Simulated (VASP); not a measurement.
# Si23O48 (a cell with a defect) in VASP: single point with PBEsol

Aim: the single point of Si23O48 (a cell with a defect) with PBEsol.

Program: VASP 6.6.1. These are calculated values, not measurements. Logs are shortened: lines on timing, memory, paths and dates and some standing lists are left out, and cuts for length are marked.

## 1. The cell of the first run

The cell holds a defect, 71 atoms: a = 8.389 Å, b = 8.389 Å, c = 8.036 Å, α = 90.00°, β = 90.00°, γ = 90.00°.

## 2. Single point, PBEsol

Input file INCAR:

```
SYSTEM = Si23O48
  PREC = Accurate
  ENCUT = 520
  EDIFF = 1E-6
  ISMEAR = -1
  SIGMA = 0.05
  LREAL = Auto
  LASPH = .TRUE.
  NELM = 60
  ALGO = Normal
  ISIF = 2
  LWAVE = .FALSE.
  LCHARG = .TRUE.
  GGA = PS
  LELF = .TRUE.
  LVHAR = .TRUE.
  NBANDS = 231
  NELECT = 384.0
  ISYM = 0
```

Input file KPOINTS:

```
Automatic mesh
0
Gamma
  1 1 1
  0.25 0.25 0.25
```

Input file POSCAR:

```
Si23O48
1.0
    8.3886930000      0.0000000000      0.0000000000
    0.0000000000      8.3886930000      0.0000000000
    0.0000000000      0.0000000000      8.0356430000
Si O
23 48
Direct
    0.9996900000      0.0002120000      0.0007500000
    0.9996850000      0.0002140000      0.3330590000
    0.9996680000      0.0001990000      0.6653730000
    0.9996790000      0.5001990000      0.9994990000
    0.9996760000      0.5002050000      0.3330530000
    0.9996760000      0.5001930000      0.6666150000
    0.4996670000      0.0002040000      0.9995010000
    0.4996840000      0.0002030000      0.3330560000
    0.4996840000      0.0001900000      0.6666200000
    0.4996780000      0.5002200000      0.0136790000
    0.4996850000      0.5001960000      0.6524120000
    0.2521690000      0.2526880000      0.1711390000
    0.2521170000      0.2526330000      0.4950120000
    0.2503480000      0.2508650000      0.8330780000
    0.2581450000      0.7417480000      0.1654450000
    0.2581700000      0.7417080000      0.5006540000
    0.2535830000      0.7463030000      0.8330490000
    0.7411890000      0.2586830000      0.1654580000
    0.7411950000      0.2586650000      0.5006720000
    0.7457610000      0.2540980000      0.8330630000
    0.7472300000      0.7477560000      0.1711060000
    0.7472180000      0.7477370000      0.4949830000
    0.7490190000      0.7495440000      0.8330460000
    0.1528030000      0.1533090000      0.9999990000
    0.1469690000      0.1474720000      0.3330430000
    0.1527890000      0.1532970000      0.6661030000
    0.1468010000      0.6559990000      0.9963200000
    0.1511580000      0.6533320000      0.3330550000
    0.1468370000      0.6559850000      0.6697670000
    0.6554800000      0.1473120000      0.9963330000
    0.6528170000      0.1516680000      0.3330520000
    0.6554770000      0.1473270000      0.6697830000
    0.6552360000      0.6557400000      0.9995370000
    0.6612290000      0.6617050000      0.3330300000
    0.6552240000      0.6557430000      0.6665500000
    0.3441350000      0.3446750000      0.9995630000
    0.3381470000      0.3386920000      0.3331130000
    0.3441160000      0.3446660000      0.6665790000
    0.3438680000      0.8530820000      0.9963300000
    0.3465360000      0.8487390000      0.3330590000
    0.3438750000      0.8530840000      0.6697790000
    0.8525200000      0.3444120000      0.9963430000
    0.8481850000      0.3470760000      0.3330550000
    0.8525390000      0.3444040000      0.6697850000
    0.8465700000      0.8471040000      0.0000170000
    0.8523950000      0.8529300000      0.3330610000
    0.8465660000      0.8471040000      0.6661220000
    0.0949640000      0.4033690000      0.1653720000
    0.0949210000      0.4033350000      0.5007470000
    0.0981350000      0.4046400000      0.8330670000
    0.0975910000      0.9022940000      0.1649220000
    0.0975620000      0.9023000000      0.5012010000
    0.0959170000      0.9039590000      0.8330550000
    0.6035000000      0.3963350000      0.1508010000
    0.6034700000      0.3963190000      0.5152480000
    0.5958880000      0.4039720000      0.8330530000
    0.5965070000      0.9049240000      0.1653630000
    0.5965170000      0.9049160000      0.5007370000
    0.5952280000      0.9017340000      0.8330510000
    0.4028580000      0.0955010000      0.1653730000
    0.4028360000      0.0954580000      0.5007540000
    0.4041290000      0.0986650000      0.8330650000
    0.3958570000      0.6040870000      0.1508240000
    0.3958710000      0.6040590000      0.5152820000
    0.4034650000      0.5964400000      0.8330520000
    0.9017880000      0.0981080000      0.1649240000
    0.9017660000      0.0981120000      0.5011940000
    0.9034420000      0.0964550000      0.8330650000
    0.9044200000      0.5970480000      0.1653600000
    0.9044110000      0.5970510000      0.5007430000
    0.9012260000      0.5957620000      0.8330410000
```

Potentials or basis: VASP PAW PBE potentials, release 64 (Si, O).

The run is started by

```
$ cat potpaw_PBE.64/Si/POTCAR potpaw_PBE.64/O/POTCAR > POTCAR
$ mpirun -np 1 vasp_std > vasp.out
```

OUTCAR:

```text
SYSTEM = Si23O48
   PREC = Accurate
   ENCUT = 520
   EDIFF = 1E-6
   ISMEAR = -1
   LREAL = Auto
   LASPH = .TRUE.
   NELM = 60
   ISIF = 2
   GGA = PS
   NELECT = 384.0
   ISYM = 0

 ion  position               nearest neighbor table
   1  1.000  0.000  0.001-  66 1.76  51 1.76  68 1.77  53 1.77  24 1.82  45 1.82   2 2.67   3 2.69

   2  1.000  0.000  0.333-  25 1.75  46 1.75  66 1.78  52 1.78  67 1.78  51 1.78   1 2.67   3 2.67

   3  1.000  0.000  0.665-  52 1.76  67 1.76  53 1.77  68 1.77  47 1.82  26 1.82   2 2.67   1 2.69
[... 75 lines left out ...]
  58  0.597  0.905  0.501-   9 1.75   8 1.76  22 1.83
  59  0.595  0.902  0.833-   9 1.76   7 1.76  23 1.82
  60  0.403  0.096  0.165-   7 1.75   8 1.76  12 1.83
  61  0.403  0.095  0.501-   9 1.75   8 1.76  13 1.83
  62  0.404  0.099  0.833-   7 1.76   9 1.76  14 1.82
  63  0.396  0.604  0.151-  15 1.64  10 1.65
  64  0.396  0.604  0.515-  16 1.64  11 1.65
  65  0.403  0.596  0.833-  17 1.78  10 1.85  11 1.85
  66  0.902  0.098  0.165-   1 1.76   2 1.78  18 1.91
  67  0.902  0.098  0.501-   3 1.76   2 1.78  19 1.90
  68  0.903  0.096  0.833-   1 1.77   3 1.77  20 1.87
  69  0.904  0.597  0.165-   4 1.75   5 1.76  21 1.83
  70  0.904  0.597  0.501-   6 1.75   5 1.76  22 1.83
  71  0.901  0.596  0.833-   6 1.76   4 1.76  23 1.82

IMPORTANT INFORMATION: All symmetrisations will be switched off!
NOSYMM: (Re-)initialisation of all symmetry stuff for point group C_1.

----------------------------------------------------------------------------------------

                                     Primitive cell

  volume of cell :     565.4696

  direct lattice vectors                    reciprocal lattice vectors
     8.388693000  0.000000000  0.000000000     0.119208082  0.000000000  0.000000000
     0.000000000  8.388693000  0.000000000     0.000000000  0.119208082  0.000000000
     0.000000000  0.000000000  8.035643000     0.000000000  0.000000000  0.124445548

  length of vectors
     8.388693000  8.388693000  8.035643000     0.119208082  0.119208082  0.124445548

  position of ions in fractional coordinates (direct lattice)
     0.999690000  0.000212000  0.000750000
     0.999685000  0.000214000  0.333059000
     0.999668000  0.000199000  0.665373000
     0.999679000  0.500199000  0.999499000
     0.999676000  0.500205000  0.333053000
     0.999676000  0.500193000  0.666615000
[... 63 lines left out ...]
     0.904411000  0.597051000  0.500743000
     0.901226000  0.595762000  0.833041000

  ion indices of the primitive-cell ions
   primitive index   ion index
                 1           1
                 2           2
                 3           3
                 4           4
                 5           5
                 6           6
[... 63 lines left out ...]
                70          70
                71          71

----------------------------------------------------------------------------------------

 KPOINTS: Automatic mesh

Automatic generation of k-mesh.
 Grid dimensions read from file:
 generate k-points for:    1    1    1

 Generating k-lattice:

  Cartesian coordinates                     Fractional coordinates (reciprocal lattice)
     0.119208082  0.000000000  0.000000000     1.000000000  0.000000000  0.000000000
     0.000000000  0.119208082  0.000000000     0.000000000  1.000000000  0.000000000
     0.000000000  0.000000000  0.124445548     0.000000000  0.000000000  1.000000000

  Length of vectors
     0.119208082  0.119208082  0.124445548

  Shift w.r.t. Gamma in fractional coordinates (k-lattice)
     0.250000000  0.250000000  0.250000000

 Subroutine IBZKPT returns following result:
 ===========================================

 Found      4 irreducible k-points:

 Following reciprocal coordinates:
            Coordinates               Weight
  0.250000  0.250000  0.250000      2.000000
 -0.250000  0.250000  0.250000      2.000000
 -0.250000 -0.250000  0.250000      2.000000
  0.250000 -0.250000  0.250000      2.000000
   k-points           NKPTS =      4   k-points in BZ     NKDIM =      4   number of bands    NBANDS=    231
   number of dos      NEDOS =    301   number of ions     NIONS =     71
   total plane-waves  NPLWV = 245760
   dimension x,y,z NGX =    64 NGY =   64 NGZ =   60
   dimension x,y,z NGXF=   128 NGYF=  128 NGZF=  120
   ions per type =              23  48
   NGX,Y,Z   is equivalent  to a cutoff of  12.68, 12.68, 12.41 a.u.
   NGXF,Y,Z  is equivalent  to a cutoff of  25.37, 25.37, 24.83 a.u.
 SYSTEM =  Si23O48
   PREC   = accura    normal or accurate (medium, high low for compatibility)
   ISTART =      0    job   : 0-new  1-cont  2-samecut
   ICHARG =      2    charge: 1-file 2-atom 10-const
   ISPIN  =      1    spin polarized calculation?
   LNONCOLLINEAR =      F non collinear calculations
   LSORBIT =      F    spin-orbit coupling
   LASPH  =      T    aspherical Exc in radial PAW
   ENCUT  =  520.0 eV  38.22 Ry    6.18 a.u.  15.60 15.60 14.94*2*pi/ulx,y,z
   NELM   =     60;   NELMIN=  2; NELMDL= -5     # of ELM steps
   EDIFF  = 0.1E-05   stopping-criterion for ELM
   LREAL  =      T    real-space projection
   EDIFFG = 0.1E-04   stopping-criterion for IOM
   NSW    =      0    number of steps for IOM
   IBRION =     -1    ionic relax: 0-MD 1-quasi-New 2-CG
   NFREE  =      0    steps in history (QN), initial steepest desc. (CG)
   ISIF   =      2    stress and relaxation
   ISYM   =      0    0-nonsym 1-usesym 2-fastsym
   POTIM  = 0.5000    time-step for ionic-motion
   TEBEG  =    0.0;   TEEND  =   0.0 temperature during run
   PSTRESS=    0.0 pullay stress
   NELECT =     384.0000    total number of electrons
   NUPDOWN=      -1.0000    fix difference up-down
   EMIN   =  10.00;   EMAX   =-10.00  energy-range for DOS
   EFERMI =   0.00;   METHOD = LEGACY
   ISMEAR =    -1;   SIGMA  =   0.05  broadening in eV -4-tet -1-fermi 0-gaus
   EFERMI_NEDOS =   21; number of points for ismear=-14 and -15
   IALGO  =     38    algorithm
   IMIX   =      4    mixing-type and parameters
     AMIX     =   0.40;   BMIX     =  1.00
     AMIX_MAG =   1.60;   BMIX_MAG =  1.00
  volume/ion in A,a.u.               =       7.96        53.75
  Fermi-wavevector in a.u.,A,eV,Ry     =   1.438960  2.719241 28.172317  2.070607
  Thomas-Fermi vector in A             =   2.557869
   LORBIT       =      0    0 simple, 1 ext, 2 COOP (PROOUT), +10 PAW based schemes
   GGA     = PS    functional components
   LHFCALC =     F    Hartree Fock is set to
   AEXX    =    0.0000 exact exchange contribution
   IVDW    =     0    specifies the selected vdW correction
   LEPSILON=     F    determine dielectric tensor
   LRPA    =     F    only Hartree local field effects (RPA)
 non-spin polarized calculation
  energy-cutoff  :      520.00
  volume of cell :      565.47
 maximum number of plane-waves:     15222
 NGX is ok and might be reduce to    64
   NGX = 31   NGY = 31   NGZ = 29

 number of electron     383.9999876 magnetization

 Free energy of the ion-electron system (eV)
  ---------------------------------------------------
  ext. energy  EPLUGINS =         0.00000000
  ---------------------------------------------------
  free energy    TOTEN  =      -537.80498913 eV

  energy without entropy =     -537.80498913  energy(sigma->0) =     -537.80498913

 E-fermi :   8.9651     XC(G=0): -12.4203

 val. band max:        7.7713372509   @ k =   0.2500   0.2500   0.2500
 cond. band min:      13.6953112142   @ k =   0.2500   0.2500   0.2500
 fundamental gap:      5.9239739633
 Fermi energy:         8.9651048318

 k-point     1 :       0.2500    0.2500    0.2500
  band No.  band energies     occupation
      1     -14.7399      2.00000
      2     -14.2542      2.00000
      3     -14.0281      2.00000
      4     -13.9631      2.00000
      5     -13.5999      2.00000
      6     -13.4545      2.00000
[... 196 lines left out ...]
    203      15.3943      0.00000
    204      15.4362      0.00000

 k-point     2 :      -0.2500    0.2500    0.2500
  band No.  band energies     occupation
      1     -14.7341      2.00000
      2     -14.2977      2.00000
      3     -14.0184      2.00000
      4     -13.8953      2.00000
      5     -13.6357      2.00000
      6     -13.4688      2.00000
[... 196 lines left out ...]
    203      15.4384      0.00000
    204      15.5485      0.00000

 k-point     3 :      -0.2500   -0.2500    0.2500
  band No.  band energies     occupation
      1     -14.7399      2.00000
      2     -14.2542      2.00000
      3     -14.0282      2.00000
      4     -13.9630      2.00000
      5     -13.5999      2.00000
      6     -13.4546      2.00000
[... 196 lines left out ...]
    203      15.3943      0.00000
    204      15.4362      0.00000

 k-point     4 :       0.2500   -0.2500    0.2500
  band No.  band energies     occupation
      1     -14.7341      2.00000
      2     -14.2977      2.00000
      3     -14.0184      2.00000
      4     -13.8954      2.00000
      5     -13.6357      2.00000
      6     -13.4688      2.00000
[... 196 lines left out ...]
    203      15.4384      0.00000
    204      15.5487      0.00000
 [bands above 204 left out]

------------------------ aborting loop because EDIFF is reached ----------------------------------------

  FORCE on cell =-STRESS in cart. coord.  units (eV):
  Direction    XX          YY          ZZ          XY          YZ          ZX
  --------------------------------------------------------------------------------------
  -------------------------------------------------------------------------------------
  Total       66.5183967     66.4918413     59.0566885      3.3935267     -0.0135701     -0.0055932
  in kB      188.4703858    188.3951447    167.3287003      9.6150738     -0.0384489     -0.0158476
  external PRESSURE =     181.3980769 kB  Pullay stress =       0.0000000 kB

 VOLUME and BASIS-vectors are now :
 -----------------------------------------------------------------------------
  energy-cutoff  :      520.00
  volume of cell :      565.47
      direct lattice vectors                 reciprocal lattice vectors
     8.388693000  0.000000000  0.000000000     0.119208082  0.000000000  0.000000000
     0.000000000  8.388693000  0.000000000     0.000000000  0.119208082  0.000000000
     0.000000000  0.000000000  8.035643000     0.000000000  0.000000000  0.124445548

 POSITION                                       TOTAL-FORCE (eV/Angst)
 -----------------------------------------------------------------------------------
      8.38609      0.00178      0.00603        -0.000296     -0.000432     -0.007761
      8.38605      0.00180      2.67634        -0.001632     -0.002756     -0.000005
      8.38591      0.00167      5.34670         0.000944      0.000443      0.006186
      8.38600      4.19602      8.03162        -0.000207     -0.000314     -0.001687
      8.38598      4.19607      2.67630        -0.000256     -0.000898      0.000259
      8.38598      4.19597      5.35668         0.001672      0.000154     -0.001250
[... 63 lines left out ...]
      7.58683      5.00848      4.02379        -0.026453      0.027255      0.002234
      7.56011      4.99766      6.69402        -0.021343      0.027921      0.000240
 -----------------------------------------------------------------------------------
    total drift:                                0.004525      0.007214      0.013432

  FREE ENERGIE OF THE ION-ELECTRON SYSTEM (eV)
  ---------------------------------------------------
  free  energy   TOTEN  =      -537.8049891293 eV

  energy  without entropy=     -537.8049891292  energy(sigma->0) =     -537.80498913
```

Wall time 20 min (1 thread of Intel Xeon 8259CL, shared host); peak memory 0.71 GiB.

Results:

```
Free energy   : -537.8050 eV
Largest force : 0.115 eV/Å
```

Forces in eV/Å, atoms in the order of the input:
```
Si   0.000  0.000 -0.008
Si  -0.002 -0.003  0.000
Si   0.001  0.000  0.006
Si   0.000  0.000 -0.002
Si   0.000 -0.001  0.000
Si   0.002  0.000 -0.001
Si   0.002 -0.001 -0.001
Si  -0.001  0.000  0.000
Si  -0.001  0.000 -0.002
Si   0.000  0.000 -0.011
Si   0.000 -0.002  0.014
Si  -0.018 -0.020 -0.059
Si  -0.015 -0.016  0.060
Si  -0.001  0.000 -0.004
Si  -0.056  0.054  0.035
Si  -0.058  0.060 -0.032
Si  -0.016  0.016  0.001
Si   0.058 -0.058  0.032
Si   0.057 -0.054 -0.035
Si   0.016 -0.014  0.001
Si   0.018  0.015 -0.058
Si   0.018  0.017  0.057
Si  -0.001 -0.001  0.002
O   -0.015 -0.017  0.009
O   -0.009 -0.008  0.002
O   -0.015 -0.016 -0.002
O   -0.021 -0.012  0.000
O   -0.025 -0.010  0.000
O   -0.027 -0.014  0.001
O   -0.013 -0.022  0.000
O   -0.010 -0.028  0.000
O   -0.014 -0.025  0.002
O   -0.032 -0.031 -0.003
O   -0.082 -0.080  0.001
O   -0.032 -0.033  0.005
O    0.032  0.034 -0.003
O    0.081  0.080 -0.007
O    0.032  0.033  0.003
O    0.014  0.025 -0.001
O    0.011  0.025 -0.001
O    0.014  0.022  0.000
O    0.026  0.013 -0.001
O    0.028  0.010 -0.001
O    0.020  0.014  0.001
O    0.018  0.015  0.003
O    0.008  0.010 -0.001
O    0.016  0.015 -0.007
O    0.025 -0.031 -0.001
O    0.026 -0.027 -0.001
O    0.018 -0.028 -0.001
O    0.031 -0.032  0.006
O    0.035 -0.034 -0.007
O    0.026 -0.026  0.002
O   -0.008  0.010  0.009
O   -0.002  0.007 -0.003
O   -0.012  0.013  0.000
O    0.029 -0.027  0.001
O    0.029 -0.025  0.001
O    0.027 -0.020  0.000
O   -0.030  0.026 -0.002
O   -0.027  0.027  0.001
O   -0.029  0.021 -0.002
O    0.004 -0.007  0.006
O    0.004 -0.005 -0.007
O    0.010 -0.011  0.001
O   -0.031  0.032  0.005
O   -0.030  0.032 -0.006
O   -0.029  0.028  0.000
O   -0.028  0.029 -0.002
O   -0.026  0.027  0.002
O   -0.021  0.028  0.000
```

Levels at points of the mesh, in eV from the Fermi level:
| k point | band 188 | band 189 | band 190 | band 191 | band 192 | band 193 | band 194 | band 195 | band 196 | band 197 |
| --- | --- | --- | --- | --- | --- | --- | --- | --- | --- | --- |
| (0.25, 0.25, 0.25) | -1.60 | -1.50 | -1.48 | -1.31 | -1.19 | 4.73 | 5.59 | 5.68 | 5.80 | 5.87 |

Caveat: the cell carries a net charge on a neutralising background, which shifts energy and pressure; the cell is charged against a uniform background, so pressure and absolute levels hang on convention; the PAW data sets were made with another functional, which shifts forces and pressure a little.
